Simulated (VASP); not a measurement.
# Fe (Im-3m) in VASP: single point with LDA

Aim: the single point of Fe with LDA.

Program: VASP 6.6.1. These are calculated values, not measurements. Logs are shortened: lines on timing, memory, paths and dates and some standing lists are left out, and cuts for length are marked.

## 1. The cell of the first run

It takes space group Im-3m (No. 229, cubic). The conventional cell has a = 2.701 Å, b = 2.701 Å, c = 2.701 Å, α = 90.00°, β = 90.00°, γ = 90.00°. Within 3.1 Å of Fe (site symmetry m-3m) lie 14 Fe at 2.34 to 2.70 Å.

## 2. Single point, LDA

Contents of INCAR:

```
  ALGO = Normal
  EDIFF = 1E-7
  ENCUT = 520
  ISIF = 2
  ISMEAR = -1
  LASPH = True
  LCHARG = False
  LREAL = False
  LWAVE = False
  NBANDS = 10
  NELM = 60
  PREC = Accurate
  SIGMA = 0.13605693000000002
```

Contents of KPOINTS:

```
k-points
0
Gamma
  17 17 17
```

Contents of POSCAR:

```
Fe
1.0
   -1.3502971454      1.3502971454      1.3502971454
    1.3502971454     -1.3502971454      1.3502971454
    1.3502971454      1.3502971454     -1.3502971454
Fe
1
Direct
    0.0000000000      0.0000000000      0.0000000000
```

Potentials or basis: VASP PAW LDA potentials, release 64 (Fe).

On the command line:

```bash
> cat potpaw_LDA.64/Fe/POTCAR > POTCAR
> mpirun -np 1 vasp_std > vasp.out
```

OUTCAR:

```text
EDIFF = 1E-7
   ENCUT = 520
   ISIF = 2
   ISMEAR = -1
   LASPH = True
   LREAL = False
   NELM = 60
   PREC = Accurate

 ion  position               nearest neighbor table
   1  0.000  0.000  0.000-

  LATTYP: Found a body centered cubic cell.
 ALAT       =     2.7005942908

  Lattice vectors:

 A1 = (  -1.3502971454,   1.3502971454,   1.3502971454)
 A2 = (   1.3502971454,  -1.3502971454,   1.3502971454)
 A3 = (   1.3502971454,   1.3502971454,  -1.3502971454)

Analysis of symmetry for initial positions (statically):
=====================================================================
 Subroutine PRICEL returns:
 Original cell was already a primitive cell.

 Routine SETGRP: Setting up the symmetry group for a
 body centered cubic supercell.

 Subroutine GETGRP returns: Found 48 space group operations
 (whereof 48 operations were pure point group operations)
 out of a pool of 48 trial point group operations.

The static configuration has the point symmetry O_h .

Analysis of symmetry for dynamics (positions and initial velocities):
=====================================================================
 Subroutine PRICEL returns:
 Original cell was already a primitive cell.

 Routine SETGRP: Setting up the symmetry group for a
 body centered cubic supercell.

 Subroutine GETGRP returns: Found 48 space group operations
 (whereof 48 operations were pure point group operations)
 out of a pool of 48 trial point group operations.

The dynamic configuration has the point symmetry O_h .

 Subroutine INISYM returns: Found 48 space group operations
 (whereof 48 operations are pure point group operations),
 and found     1 'primitive' translations

----------------------------------------------------------------------------------------

                                     Primitive cell

  volume of cell :       9.8480

  direct lattice vectors                    reciprocal lattice vectors
    -1.350297145  1.350297145  1.350297145     0.000000000  0.370288867  0.370288867
     1.350297145 -1.350297145  1.350297145     0.370288867  0.000000000  0.370288867
     1.350297145  1.350297145 -1.350297145     0.370288867  0.370288867  0.000000000

  length of vectors
     2.338783261  2.338783261  2.338783261     0.523667538  0.523667538  0.523667538

  position of ions in fractional coordinates (direct lattice)
     0.000000000  0.000000000  0.000000000

  ion indices of the primitive-cell ions
   primitive index   ion index
                 1           1

----------------------------------------------------------------------------------------

 KPOINTS: k-points

Automatic generation of k-mesh.
 Grid dimensions read from file:
 generate k-points for:   17   17   17

 Generating k-lattice:

  Cartesian coordinates                     Fractional coordinates (reciprocal lattice)
     0.000000000  0.021781698  0.021781698     0.058823529  0.000000000  0.000000000
     0.021781698  0.000000000  0.021781698     0.000000000  0.058823529  0.000000000
     0.021781698  0.021781698  0.000000000     0.000000000  0.000000000  0.058823529

  Length of vectors
     0.030803973  0.030803973  0.030803973

  Shift w.r.t. Gamma in fractional coordinates (k-lattice)
     0.000000000  0.000000000  0.000000000

 Subroutine IBZKPT returns following result:
 ===========================================

 Found    165 irreducible k-points:

 Following reciprocal coordinates:
            Coordinates               Weight
  0.000000  0.000000  0.000000      1.000000
  0.058824  0.000000  0.000000     12.000000
  0.117647  0.000000  0.000000     12.000000
  0.176471  0.000000  0.000000     12.000000
  0.235294  0.000000  0.000000     12.000000
  0.294118  0.000000  0.000000     12.000000
[... 16 lines left out ...]
  0.411765  0.117647  0.000000     48.000000
  0.176471  0.176471  0.000000     24.000000
 [... further k-points ...]
   k-points           NKPTS =    165   k-points in BZ     NKDIM =    165   number of bands    NBANDS=     10
   number of dos      NEDOS =    301   number of ions     NIONS =      1
   total plane-waves  NPLWV =   5832
   dimension x,y,z NGX =    18 NGY =   18 NGZ =   18
   dimension x,y,z NGXF=    36 NGYF=   36 NGZF=   36
   ions per type =               1
   NGX,Y,Z   is equivalent  to a cutoff of  12.79, 12.79, 12.79 a.u.
   NGXF,Y,Z  is equivalent  to a cutoff of  25.59, 25.59, 25.59 a.u.
 SYSTEM =  unknown system
   PREC   = accura    normal or accurate (medium, high low for compatibility)
   ISTART =      0    job   : 0-new  1-cont  2-samecut
   ICHARG =      2    charge: 1-file 2-atom 10-const
   ISPIN  =      1    spin polarized calculation?
   LNONCOLLINEAR =      F non collinear calculations
   LSORBIT =      F    spin-orbit coupling
   LASPH  =      T    aspherical Exc in radial PAW
   ENCUT  =  520.0 eV  38.22 Ry    6.18 a.u.   4.35  4.35  4.35*2*pi/ulx,y,z
   NELM   =     60;   NELMIN=  2; NELMDL= -5     # of ELM steps
   EDIFF  = 0.1E-06   stopping-criterion for ELM
   LREAL  =      F    real-space projection
   EDIFFG = 0.1E-05   stopping-criterion for IOM
   NSW    =      0    number of steps for IOM
   IBRION =     -1    ionic relax: 0-MD 1-quasi-New 2-CG
   NFREE  =      0    steps in history (QN), initial steepest desc. (CG)
   ISIF   =      2    stress and relaxation
   ISYM   =      2    0-nonsym 1-usesym 2-fastsym
   POTIM  = 0.5000    time-step for ionic-motion
   TEBEG  =    0.0;   TEEND  =   0.0 temperature during run
   PSTRESS=    0.0 pullay stress
   NELECT =       8.0000    total number of electrons
   NUPDOWN=      -1.0000    fix difference up-down
   EMIN   =  10.00;   EMAX   =-10.00  energy-range for DOS
   EFERMI =   0.00;   METHOD = LEGACY
   ISMEAR =    -1;   SIGMA  =   0.14  broadening in eV -4-tet -1-fermi 0-gaus
   EFERMI_NEDOS =   21; number of points for ismear=-14 and -15
   IALGO  =     38    algorithm
   IMIX   =      4    mixing-type and parameters
     AMIX     =   0.40;   BMIX     =  1.00
     AMIX_MAG =   1.60;   BMIX_MAG =  1.00
  volume/ion in A,a.u.               =       9.85        66.46
  Fermi-wavevector in a.u.,A,eV,Ry     =   1.527527  2.886607 31.746989  2.333338
  Thomas-Fermi vector in A             =   2.635411
   LORBIT       =      0    0 simple, 1 ext, 2 COOP (PROOUT), +10 PAW based schemes
   GGA     = CA    functional components
   LHFCALC =     F    Hartree Fock is set to
   AEXX    =    0.0000 exact exchange contribution
   IVDW    =     0    specifies the selected vdW correction
   LEPSILON=     F    determine dielectric tensor
   LRPA    =     F    only Hartree local field effects (RPA)
 non-spin polarized calculation
  energy-cutoff  :      520.00
  volume of cell :        9.85
 maximum number of plane-waves:       273
 NGX is ok and might be reduce to    18
   NGX =  9   NGY =  9   NGZ =  9

 number of electron       8.0000002 magnetization

 Free energy of the ion-electron system (eV)
  ---------------------------------------------------
  ext. energy  EPLUGINS =         0.00000000
  ---------------------------------------------------
  free energy    TOTEN  =        -9.06894952 eV

  energy without entropy =       -8.89561568  energy(sigma->0) =       -8.98228260

 E-fermi :   7.3201     XC(G=0): -14.2690

 val. band max:        7.3155127341   @ k =  -0.2941   0.2941   0.2941
 cond. band min:       7.3206237874   @ k =   0.1176   0.0588  -0.0000
 fundamental gap:      0.0051110533
 Fermi energy:         7.3200537171

 k-point     1 :       0.0000    0.0000    0.0000
  band No.  band energies     occupation
      1      -1.8945      2.00000
      2       5.3680      2.00000
      3       5.3680      2.00000
      4       5.3680      2.00000
      5       7.2645      1.20142
      6       7.2645      1.20142
      7      33.6702      0.00000
      8      33.6702      0.00000
      9      33.6702      0.00000
     10      39.9242      0.00000

 k-point     2 :       0.0588    0.0000    0.0000
  band No.  band energies     occupation
      1      -1.7331      2.00000
      2       5.3151      2.00000
      3       5.3619      2.00000
      4       5.4666      2.00000
      5       7.2081      1.38964
      6       7.2687      1.18652
      7      32.8508      0.00000
      8      33.5059      0.00000
      9      33.6434      0.00000
     10      39.4497      0.00000

 k-point     3 :       0.1176    0.0000    0.0000
  band No.  band energies     occupation
      1      -1.2619      2.00000
      2       5.1654      2.00000
      3       5.3280      2.00000
      4       5.7543      1.99998
      5       7.0783      1.71056
      6       7.2827      1.13646
      7      30.9123      0.00000
      8      32.8833      0.00000
      9      33.5745      0.00000
     10      39.0382      0.00000

 k-point     4 :       0.1765    0.0000    0.0000
  band No.  band energies     occupation
      1      -0.5246      2.00000
      2       4.9440      2.00000
      3       5.2408      2.00000
      4       6.2071      1.99944
      5       6.9703      1.85786
      6       7.3094      1.03907
      7      28.4341      0.00000
      8      31.7647      0.00000
      9      33.4877      0.00000
     10      36.9932      0.00000

 k-point     5 :       0.2353    0.0000    0.0000
  band No.  band energies     occupation
      1       0.3811      2.00000
      2       4.6853      2.00000
      3       5.1464      2.00000
      4       6.7833      1.96205
      5       6.9586      1.86888
      6       7.3507      0.88786
      7      25.7200      0.00000
      8      30.4331      0.00000
      9      33.4035      0.00000
     10      34.9964      0.00000

 k-point     6 :       0.2941    0.0000    0.0000
  band No.  band energies     occupation
      1       1.2531      2.00000
      2       4.4261      2.00000
      3       5.2508      2.00000
      4       7.0370      1.77790
      5       7.4043      0.69976
      6       7.4212      0.64460
      7      22.9766      0.00000
      8      29.1609      0.00000
      9      33.2103      0.00000
     10      33.3334      0.00000
[... 183 lines left out ...]
 k-point    21 :       0.2941    0.1176    0.0000
  band No.  band energies     occupation
      1       2.1838      2.00000
      2       4.2228      2.00000
      3       5.1859      2.00000
      4       7.0379      1.77669
      5       7.6166      0.20319
      6       8.7911      0.00004
      7      20.5919      0.00000
      8      25.8778      0.00000
      9      30.2221      0.00000
     10      34.7096      0.00000

 k-point    22 :       0.3529    0.1176    0.0000
  band No.  band energies     occupation
      1       2.3466      2.00000
      2       4.0773      2.00000
      3       5.7648      1.99998
      4       7.1644      1.51671
      5       7.7570      0.07746
      6       9.6581      0.00000
      7      18.3160      0.00000
      8      25.2360      0.00000
      9      29.3385      0.00000
     10      34.6983      0.00000

 k-point    23 :       0.4118    0.1176    0.0000
  band No.  band energies     occupation
      1       2.3537      2.00000
      2       4.0025      2.00000
      3       6.1609      1.99960
      4       7.2097      1.38465
      5       7.9178      0.02442
      6      10.3799      0.00000
      7      16.8077      0.00000
      8      24.8976      0.00000
      9      28.8750      0.00000
     10      34.6905      0.00000

 k-point    24 :       0.1765    0.1765    0.0000
  band No.  band energies     occupation
      1       1.6299      2.00000
      2       4.4985      2.00000
      3       4.6599      2.00000
      4       6.8277      1.94777
      5       7.5279      0.35660
      6       8.0182      0.01174
      7      24.3927      0.00000
      8      25.5624      0.00000
      9      31.5481      0.00000
     10      34.9723      0.00000

 [... further k-points ...]

------------------------ aborting loop because EDIFF is reached ----------------------------------------

  FORCE on cell =-STRESS in cart. coord.  units (eV):
  Direction    XX          YY          ZZ          XY          YZ          ZX
  --------------------------------------------------------------------------------------
  -------------------------------------------------------------------------------------
  Total        0.0250005      0.0250005      0.0250005      0.0000000      0.0000000      0.0000000
  in kB        4.0673489      4.0673489      4.0673489      0.0000000      0.0000000      0.0000000
  external PRESSURE =       4.0673489 kB  Pullay stress =       0.0000000 kB

 VOLUME and BASIS-vectors are now :
 -----------------------------------------------------------------------------
  energy-cutoff  :      520.00
  volume of cell :        9.85
      direct lattice vectors                 reciprocal lattice vectors
    -1.350297145  1.350297145  1.350297145     0.000000000  0.370288867  0.370288867
     1.350297145 -1.350297145  1.350297145     0.370288867  0.000000000  0.370288867
     1.350297145  1.350297145 -1.350297145     0.370288867  0.370288867  0.000000000

 POSITION                                       TOTAL-FORCE (eV/Angst)
 -----------------------------------------------------------------------------------
      0.00000      0.00000      0.00000        -0.000000     -0.000000     -0.000000
 -----------------------------------------------------------------------------------
    total drift:                                0.000000     -0.000000     -0.000000

  FREE ENERGIE OF THE ION-ELECTRON SYSTEM (eV)
  ---------------------------------------------------
  free  energy   TOTEN  =        -9.0689495232 eV

  energy  without entropy=       -8.8956156764  energy(sigma->0) =       -8.98228260
```

It used 9 s of CPU time on 1 thread of Intel Xeon 6975P-C, with other jobs on the host.

Results:

| Property | Result |
| --- | --- |
| Free energy | -9.0689 eV |
| Pressure | 0.4 GPa |
| Band gap on the k mesh | zero (band 4 reaches 8.42 eV, above the bottom of band 5 at 6.20 eV) |

Levels at points of the mesh, in eV from the Fermi level:
| k point | band 2 | band 3 | band 4 | band 5 | band 6 | band 7 |
| --- | --- | --- | --- | --- | --- | --- |
| (0.00, 0.00, 0.00) | -1.95 | -1.95 | -1.95 | -0.06 | -0.06 | 26.35 |

Caveat: the run has no spin polarisation, though such a crystal can be magnetic.
